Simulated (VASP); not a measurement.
Write the native input for VASP 6.6.1 that does the following.

| Property | Result |
| --- | --- |
| Task | single point |
| Functional | PBE-based screened hybrid |
| Potentials or basis | VASP PAW PBE potentials, release 64 (Zn, S) |
| Cutoff | 520 eV |
| k mesh | 4 × 4 × 4 |
| Occupations | fermi-dirac, width 0.02 eV |
| Spin | no spin polarisation |
| Dipole correction | no |
| Grid for exact exchange (PRECFOCK) | Normal |
| Share of exact exchange | 0.1 |
| Further INCAR settings | ALGO = Normal; EDIFF = 1e-06; NBANDS = 16 |
| Screening parameter | 0.1 1/Å |

The system is ZnS.

```xyz
2
Lattice="0.0000 2.5310 2.5310 2.5310 0.0000 2.5310 2.5310 2.5310 0.0000" Properties=species:S:1:pos:R:3 pbc="T T T"
Zn    0.0000    0.0000    0.0000
S     2.5310    2.5310    2.5310
```

One way to write it, as run:

POSCAR

```
ZnS
1.0
    0.0000000000      2.5310227333      2.5310227333
    2.5310227333      0.0000000000      2.5310227333
    2.5310227333      2.5310227333      0.0000000000
Zn S
1 1
Direct
    0.0000000000      0.0000000000      0.0000000000
    0.5000000000      0.5000000000      0.5000000000
```

INCAR.step1

```
PREC = Accurate ; ENCUT = 520
EDIFF = 1E-5 ; ISMEAR = -1
SIGMA = 0.02 ; LREAL = F
LASPH = T ; NELM = 80
ALGO = Normal ; ISIF = 2
LWAVE = T ; LCHARG = F
NBANDS = 16 ; GGA = PE
```

INCAR.step2

```
PREC = Accurate ; ENCUT = 520
EDIFF = 1E-6 ; ISMEAR = -1
SIGMA = 0.02 ; LREAL = F
LASPH = T ; NELM = 80
ALGO = Normal ; ISIF = 2
LWAVE = F ; LCHARG = F
GGA = PE ; LHFCALC = T
AEXX = 0.1 ; HFSCREEN = 0.1
PRECFOCK = Normal ; NBANDS = 16
ISTART = 1
```

KPOINTS

```
Automatic mesh
0
Gamma
  4 4 4
```

Potentials or basis: VASP PAW PBE potentials, release 64 (Zn, S).

The run is started by

```sh
$ cat potpaw_PBE.64/Zn/POTCAR potpaw_PBE.64/S/POTCAR > POTCAR
$ cp INCAR.step1 INCAR
$ mpirun -np 1 vasp_std > vasp.out
$ cp INCAR.step2 INCAR
$ mpirun -np 1 vasp_std > vasp.out
```

Results of the run:

```
Pressure               : 2.4 GPa
Band gap on the k mesh : 0.30 eV, indirect (least direct gap 2.83 eV)
```

Caveat: the k points lie up to 0.54 Å⁻¹ apart; the PAW data sets were made with another functional, which shifts forces and pressure a little.

It took 8.1 min on 1 thread of AMD EPYC 7R43 64-Core Processor (Zen 3) (shared host), peak memory 0.23 GiB.
